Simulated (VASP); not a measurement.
# InSb (I4/mmm) in VASP: further runs

The runs below take InSb through single point, with r2SCAN.

Program: VASP 6.6.1. These are calculated values, not measurements. Logs are shortened: lines on timing, memory, paths and dates and some standing lists are left out, and cuts for length are marked.

## Step 1: The cell of the first run

It takes space group I4/mmm (No. 139, tetragonal). Conventional cell: a = 4.589 Å, b = 4.589 Å, c = 5.516 Å, α = 90.00°, β = 90.00°, γ = 90.00°. Within 3.6 Å of In (site symmetry 4/mmm) lie 6 Sb at 2.76 to 3.24 Å. Sb (site symmetry 4/mmm) has 6 In at 2.76 to 3.24 Å within 3.6 Å.

## Step 2: Single point, r2SCAN

File POSCAR:

```
InSb
1.0
    0.0000000000      3.2446068382      2.7579158125
    3.2446068382      0.0000000000      2.7579158125
    3.2446068382      3.2446068382      0.0000000000
In Sb
1 1
Direct
    0.0000000000      0.0000000000      0.0000000000
    0.5000000000      0.5000000000      0.5000000000
```

File INCAR.step1:

```
  PREC = Accurate
  ENCUT = 520
  ISMEAR = 0
  SIGMA = 0.15
  LREAL = False
  LASPH = True
  NELM = 60
  NBANDS = 16
  GGA = PE
  ALGO = Normal
  EDIFF = 1E-4
  LWAVE = True
  LCHARG = False
```

File INCAR.step2:

```
  PREC = Accurate
  ENCUT = 520
  EDIFF = 1E-6
  ISMEAR = 0
  SIGMA = 0.15
  LREAL = False
  LASPH = True
  NELM = 60
  ALGO = Normal
  ISIF = 2
  LWAVE = False
  LCHARG = False
  METAGGA = R2SCAN
  LMIXTAU = True
  NBANDS = 16
  ISTART = 1
```

File KPOINTS:

```
Automatic mesh
0
Gamma
  6 6 6
```

Potentials or basis: VASP PAW PBE potentials, release 64 (In_d, Sb).

Run with:

```sh
> cat potpaw_PBE.64/In_d/POTCAR potpaw_PBE.64/Sb/POTCAR > POTCAR
> cp INCAR.step1 INCAR
> mpirun -np 1 vasp_std > vasp.out
> cp INCAR.step2 INCAR
> mpirun -np 1 vasp_std > vasp.out
```

OUTCAR:

```text
PREC = Accurate
   ENCUT = 520
   EDIFF = 1E-6
   ISMEAR = 0
   LREAL = False
   LASPH = True
   NELM = 60
   ISIF = 2
   METAGGA = R2SCAN
   ISTART = 1

 ion  position               nearest neighbor table
   1  0.000  0.000  0.000-   2 2.76   2 2.76   2 3.24   2 3.24   2 3.24   2 3.24
   2  0.500  0.500  0.500-   1 2.76   1 2.76   1 3.24   1 3.24   1 3.24   1 3.24

  LATTYP: Found a body centered tetragonal cell.
 ALAT       =     4.5885669952
 C/A-ratio  =     1.2020815280

  Lattice vectors:

 A1 = (   0.0000000000,  -3.2446068382,  -2.7579158125)
 A2 = (   0.0000000000,   3.2446068382,  -2.7579158125)
 A3 = (   3.2446068382,   0.0000000000,   2.7579158125)

Analysis of symmetry for initial positions (statically):
=====================================================================
 Subroutine PRICEL returns:
 Original cell was already a primitive cell.

 Routine SETGRP: Setting up the symmetry group for a
 body centered tetragonal supercell.

 Subroutine GETGRP returns: Found 16 space group operations
 (whereof 16 operations were pure point group operations)
 out of a pool of 16 trial point group operations.

The static configuration has the point symmetry D_4h.

Analysis of symmetry for dynamics (positions and initial velocities):
=====================================================================
 Subroutine PRICEL returns:
 Original cell was already a primitive cell.

 Routine SETGRP: Setting up the symmetry group for a
 body centered tetragonal supercell.

 Subroutine GETGRP returns: Found 16 space group operations
 (whereof 16 operations were pure point group operations)
 out of a pool of 16 trial point group operations.

The dynamic configuration has the point symmetry D_4h.

 Subroutine INISYM returns: Found 16 space group operations
 (whereof 16 operations are pure point group operations),
 and found     1 'primitive' translations

----------------------------------------------------------------------------------------

                                     Primitive cell

  volume of cell :      58.0678

  direct lattice vectors                    reciprocal lattice vectors
     0.000000000  3.244606838  2.757915812    -0.154101876  0.154101876  0.181296324
     3.244606838  0.000000000  2.757915812     0.154101876 -0.154101876  0.181296324
     3.244606838  3.244606838  0.000000000     0.154101876  0.154101876 -0.181296324

  length of vectors
     4.258353339  4.258353339  4.588566995     0.283483921  0.283483921  0.283483921

  position of ions in fractional coordinates (direct lattice)
[... 79 lines left out ...]
   EDIFF  = 0.1E-05   stopping-criterion for ELM
   LREAL  =      F    real-space projection
   EDIFFG = 0.1E-04   stopping-criterion for IOM
   NSW    =      0    number of steps for IOM
   IBRION =     -1    ionic relax: 0-MD 1-quasi-New 2-CG
   NFREE  =      0    steps in history (QN), initial steepest desc. (CG)
   ISIF   =      2    stress and relaxation
   ISYM   =      2    0-nonsym 1-usesym 2-fastsym
   POTIM  = 0.5000    time-step for ionic-motion
   TEBEG  =    0.0;   TEEND  =   0.0 temperature during run
   PSTRESS=    0.0 pullay stress
   NELECT =      18.0000    total number of electrons
   NUPDOWN=      -1.0000    fix difference up-down
   EMIN   =  10.00;   EMAX   =-10.00  energy-range for DOS
   EFERMI =   0.00;   METHOD = LEGACY
   ISMEAR =     0;   SIGMA  =   0.15  broadening in eV -4-tet -1-fermi 0-gaus
   EFERMI_NEDOS =   21; number of points for ismear=-14 and -15
   IALGO  =     38    algorithm
   IMIX   =      4    mixing-type and parameters
     AMIX     =   0.40;   BMIX     =  1.00
     AMIX_MAG =   1.60;   BMIX_MAG =  1.00
  volume/ion in A,a.u.               =      29.03       195.93
  Fermi-wavevector in a.u.,A,eV,Ry     =   1.107951  2.093724 16.701910  1.227556
  Thomas-Fermi vector in A             =   2.244472
   LORBIT       =      0    0 simple, 1 ext, 2 COOP (PROOUT), +10 PAW based schemes
   METAGGA = R2SCAN    functional components
   LHFCALC =     F    Hartree Fock is set to
   AEXX    =    0.0000 exact exchange contribution
   IVDW    =     0    specifies the selected vdW correction
   LEPSILON=     F    determine dielectric tensor
   LRPA    =     F    only Hartree local field effects (RPA)
 non-spin polarized calculation
 Gauss-broadening in eV      SIGMA  =   0.15
  energy-cutoff  :      520.00
  volume of cell :       58.07
 maximum number of plane-waves:      1586
   NGX = 15   NGY = 15   NGZ = 17

 number of electron      17.9999999 magnetization

 Free energy of the ion-electron system (eV)
  ---------------------------------------------------
  ext. energy  EPLUGINS =         0.00000000
  ---------------------------------------------------
  free energy    TOTEN  =       -48.06142316 eV

  energy without entropy =      -48.04790034  energy(sigma->0) =      -48.05466175

 E-fermi :   6.5208     XC(G=0): -10.2550

 val. band max:        6.4853170579   @ k =   0.3333   0.0000   0.0000
 cond. band min:       6.5219236429   @ k =   0.1667   0.0000   0.1667
 fundamental gap:      0.0366065850
 Fermi energy:         6.5207590623

 k-point     1 :       0.0000    0.0000    0.0000
  band No.  band energies     occupation
      1      -8.7578      2.00000
      2      -8.6214      2.00000
      3      -8.6214      2.00000
      4      -8.6054      2.00000
      5      -8.5612      2.00000
      6      -4.9404      2.00000
[... 433 lines left out ...]
      3      -8.6120      2.00000
      4      -8.5726      2.00000
      5      -8.5494      2.00000
      6      -2.9335      2.00000
[... 8 lines left out ...]
     15      16.8874      0.00000
     16      18.3601      0.00000

 [... further k-points ...]

------------------------ aborting loop because EDIFF is reached ----------------------------------------

  FORCE on cell =-STRESS in cart. coord.  units (eV):
  Direction    XX          YY          ZZ          XY          YZ          ZX
  --------------------------------------------------------------------------------------
  -------------------------------------------------------------------------------------
  Total       -1.6714547     -1.6714547      5.4341634      0.0000000      0.0000000      0.0000000
  in kB      -46.1179543    -46.1179543    149.9367582      0.0000000      0.0000000      0.0000000
  external PRESSURE =      19.2336165 kB  Pullay stress =       0.0000000 kB

 VOLUME and BASIS-vectors are now :
 -----------------------------------------------------------------------------
  energy-cutoff  :      520.00
  volume of cell :       58.07
      direct lattice vectors                 reciprocal lattice vectors
     0.000000000  3.244606838  2.757915812    -0.154101876  0.154101876  0.181296324
     3.244606838  0.000000000  2.757915812     0.154101876 -0.154101876  0.181296324
     3.244606838  3.244606838  0.000000000     0.154101876  0.154101876 -0.181296324

 POSITION                                       TOTAL-FORCE (eV/Angst)
 -----------------------------------------------------------------------------------
      0.00000      0.00000      0.00000         0.000000     -0.000000     -0.000000
      3.24461      3.24461      2.75792        -0.000000      0.000000      0.000000
 -----------------------------------------------------------------------------------
    total drift:                                0.000000     -0.000000     -0.000000

  FREE ENERGIE OF THE ION-ELECTRON SYSTEM (eV)
  ---------------------------------------------------
  free  energy   TOTEN  =       -48.0614231569 eV

  energy  without entropy=      -48.0479003363  energy(sigma->0) =      -48.05466175
```

OUTCAR.step1:

```text
PREC = Accurate
   ENCUT = 520
   ISMEAR = 0
   LREAL = False
   LASPH = True
[... 678 lines left out ...]
      0.00000      0.00000      0.00000         0.000000      0.000000     -0.000000
      3.24461      3.24461      2.75792         0.000000      0.000000      0.000000
 -----------------------------------------------------------------------------------
    total drift:                                0.000000     -0.000000     -0.000000

  FREE ENERGIE OF THE ION-ELECTRON SYSTEM (eV)
  ---------------------------------------------------
  free  energy   TOTEN  =        -6.3497794691 eV

  energy  without entropy=       -6.3369646800  energy(sigma->0) =       -6.34337207
```

It took 3.2 min on 1 thread of AMD EPYC 7R13, shared host; peak memory 0.18 GiB.

Results:

* Free energy: -48.0614 eV
* Pressure: 1.9 GPa
* Band gap on the k mesh: zero (bands 9 and 10 overlap by 3.20 eV)

Levels at points of the mesh, in eV from the Fermi level:
```
           k point  band 7  band 8  band 9  band 10  band 11  band 12
(0.00, 0.00, 0.00)   -1.38    0.05    0.44     0.44     4.88     4.88
(0.50, 0.00, 0.00)   -6.78   -0.14    0.29     1.82     2.05     4.19
(0.50, 0.50, 0.00)   -4.68   -3.99   -2.76    -2.76     3.14     8.37
(0.50, 0.00, 0.50)   -4.64   -2.97   -2.63    -1.07     3.93     6.36
```

Caveat: the stress differs along the axes, from -5 to 15 GPa; the PAW data sets were made with another functional, which shifts forces and pressure a little; spin-orbit coupling is left out, which moves the levels of the heavy elements.

## Step 3: Single point, r2SCAN

This run uses another cell than the first one, of the same volume but with other edges.

File POSCAR:

```
InSb
1.0
    0.0000000000      2.8922864682      3.4707437619
    2.8922864682      0.0000000000      3.4707437619
    2.8922864682      2.8922864682      0.0000000000
In Sb
1 1
Direct
    0.0000000000      0.0000000000      0.0000000000
    0.5000000000      0.5000000000      0.5000000000
```

File INCAR.step1:

```
PREC = Accurate
ENCUT = 520
ISMEAR = 0
SIGMA = 0.15
LREAL = F
LASPH = T
NELM = 80
NBANDS = 16
GGA = PE
ALGO = Normal
EDIFF = 1E-4
LWAVE = T
LCHARG = F
```

File INCAR.step2:

```
PREC = Accurate
ENCUT = 520
EDIFF = 1E-6
ISMEAR = 0
SIGMA = 0.15
LREAL = F
LASPH = T
NELM = 80
ALGO = Normal
ISIF = 2
LWAVE = F
LCHARG = T
METAGGA = R2SCAN
LMIXTAU = T
LELF = T
LVHAR = T
NBANDS = 16
ISTART = 1
```

KPOINTS is that of step 2.

Potentials or basis: VASP PAW PBE potentials, release 64 (In_d, Sb).

Run with:

```sh
> cat potpaw_PBE.64/In_d/POTCAR potpaw_PBE.64/Sb/POTCAR > POTCAR
> cp INCAR.step1 INCAR
> mpirun -np 1 vasp_std > vasp.out
> cp INCAR.step2 INCAR
> mpirun -np 1 vasp_std > vasp.out
```

Wall time 2 min (1 thread of AMD EPYC 7R13, shared host); peak memory 0.18 GiB.

Results (log left out):

```
Free energy            : -48.1469 eV
Pressure               : 1.5 GPa
Band gap on the k mesh : zero (bands 9 and 10 overlap by 2.63 eV)
```

Stress tensor (GPa, compression positive):
```
 4.73  0.00  0.00
 0.00  4.73  0.00
 0.00  0.00 -4.86
```

Levels at points of the mesh, in eV from the Fermi level:
```csv
k point,band 5,band 6,band 7,band 8,band 9,band 10,band 11,band 12,band 13,band 14
"(0.00, 0.00, 0.00)",-15.16,-11.55,-0.77,-0.77,0.06,0.59,3.89,5.86,6.53,7.06
"(0.50, 0.00, 0.00)",-15.14,-9.70,-6.87,-0.41,0.74,1.43,3.13,3.40,4.10,10.34
"(0.50, 0.50, 0.00)",-15.14,-10.01,-4.54,-1.92,-1.89,-1.89,4.03,9.06,9.37,9.37
"(0.50, 0.00, 0.50)",-15.11,-8.34,-4.79,-3.82,-3.53,-1.48,3.45,5.95,10.08,10.36
```

Caveat: the stress differs along the axes, from -5 to 5 GPa; the PAW data sets were made with another functional, which shifts forces and pressure a little; spin-orbit coupling is left out, which moves the levels of the heavy elements.

## Step 4: Single point, r2SCAN

This run uses another cell than the first one, of the same volume but with other edges.

File POSCAR:

```
InSb
1.0
    0.0000000000      3.3389008305      2.6043426478
    3.3389008305      0.0000000000      2.6043426478
    3.3389008305      3.3389008305      0.0000000000
In Sb
1 1
Direct
    0.0000000000      0.0000000000      0.0000000000
    0.5000000000      0.5000000000      0.5000000000
```

File INCAR.step1:

```
SYSTEM = InSb
  PREC = Accurate
  ENCUT = 520
  ISMEAR = 0
  SIGMA = 0.15
  LREAL = .FALSE.
  LASPH = .TRUE.
  NELM = 100
  NBANDS = 16
  GGA = PE
  ALGO = Normal
  EDIFF = 1E-4
  LWAVE = .TRUE.
  LCHARG = .FALSE.
```

File INCAR.step2:

```
SYSTEM = InSb
  PREC = Accurate
  ENCUT = 520
  EDIFF = 1E-6
  ISMEAR = 0
  SIGMA = 0.15
  LREAL = .FALSE.
  LASPH = .TRUE.
  NELM = 100
  ALGO = Normal
  ISIF = 2
  LWAVE = .FALSE.
  LCHARG = .FALSE.
  METAGGA = R2SCAN
  LMIXTAU = .TRUE.
  NBANDS = 16
  ISTART = 1
```

File KPOINTS:

```
Automatic mesh
0
G
  6 6 6
  0 0 0
```

Run with:

```sh
> cat potpaw_PBE.64/In_d/POTCAR potpaw_PBE.64/Sb/POTCAR > POTCAR
> cp INCAR.step1 INCAR
> mpirun -np 1 vasp_std > vasp.out
> cp INCAR.step2 INCAR
> mpirun -np 1 vasp_std > vasp.out
```

It took 81 s on 1 thread of AMD EPYC 7R13, shared host; peak memory 0.18 GiB.

Results (log left out):

| Quantity | Value |
| --- | --- |
| Free energy | -47.5091 eV |
| Pressure | 6.5 GPa |
| Band gap on the k mesh | zero (bands 9 and 10 overlap by 3.74 eV) |

Stress tensor (GPa, compression positive):
```
-4.75  0.00  0.00
 0.00 -4.75  0.00
 0.00  0.00 28.89
```

Levels at points of the mesh, in eV from the Fermi level:
```
           k point  band 7  band 8  band 9  band 10  band 11  band 12
(0.00, 0.00, 0.00)   -2.07    0.31    0.62     0.62     4.17     4.17
(0.50, 0.00, 0.00)   -7.04   -0.38    0.01     1.40     1.68     5.24
(0.50, 0.50, 0.00)   -4.79   -3.87   -3.12    -3.12     2.87     8.25
(0.50, 0.00, 0.50)   -4.78   -3.37   -2.14    -0.47     4.18     5.15
```

Caveat: the stress differs along the axes, from -5 to 29 GPa; the PAW data sets were made with another functional, which shifts forces and pressure a little; spin-orbit coupling is left out, which moves the levels of the heavy elements.

## Step 5: Summary

| cell | gap on the mesh (eV) | pressure (GPa) |
| --- | --- | --- |
| a = 4.258, b = 4.258, c = 4.589 Å, angles 57.4, 57.4, 65.2°, 2 atoms | none | 1.9 |
| a = 4.518, b = 4.518, c = 4.090 Å, angles 63.1, 63.1, 53.8°, 2 atoms | none | 1.5 |
| a = 4.234, b = 4.234, c = 4.722 Å, angles 56.1, 56.1, 67.8°, 2 atoms | none | 6.5 |

Alike in all rows: task single point; level r2SCAN; potentials or basis VASP PAW PBE potentials, release 64 (In_d, Sb); no spin polarisation; k mesh 6 × 6 × 6; cutoff (eV) 520; smearing gaussian 0.15 eV.

Caveats: the PAW data sets were made with another functional, which shifts forces and pressure a little; spin-orbit coupling is left out, which moves the levels of the heavy elements; the stress differs along the axes, from -5 to 15 GPa (at least some runs); the stress differs along the axes, from -5 to 5 GPa (at least some runs); the stress differs along the axes, from -5 to 29 GPa (at least some runs).

Absolute energies hang on the potentials; compare differences alone.

The gap in the log of VASP goes by the Fermi energy; the results here count the filled bands.